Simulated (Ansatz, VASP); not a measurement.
## CdS: VASP beside Ansatz

```
CELL_PARAMETERS angstrom
0.00000 2.79360 2.79360
2.79360 0.00000 2.79360
2.79360 2.79360 0.00000
ATOMIC_POSITIONS crystal
Cd 0.00000 0.00000 0.00000
S 0.75000 0.75000 0.75000
```

Change from the starting cell: strain -0.040 along x and y, -0.040 along z, atoms carried along.

Alike in both runs: task single point; functional PBE; k mesh 8 × 8 × 8; occupations gaussian, width 0.05 eV; no spin polarisation.

|  | VASP | Ansatz |
| --- | --- | --- |
| version | VASP 6.6.1 | Ansatz 0.2.0 |
| potentials or method | VASP PAW PBE potentials, release 64 (Cd, S), cutoff 520 eV | scalar-relativistic, plane waves, PAW |
| valence electrons in the cell | 18 | 26 |

|  | VASP | Ansatz | Ansatz less VASP |
| --- | --- | --- | --- |
| gap on the k mesh at the Fermi level (eV) | 1.42 | 1.40 | -0.014 |
| least direct gap on the mesh (eV) | 1.42 | 1.40 | -0.014 |
| pressure (GPa) | 14.8 | 14.2 | -0.62 |

VASP's potentials hold 18 valence electrons a cell and Ansatz's 26, so a difference there can come from the potentials and not from the codes.
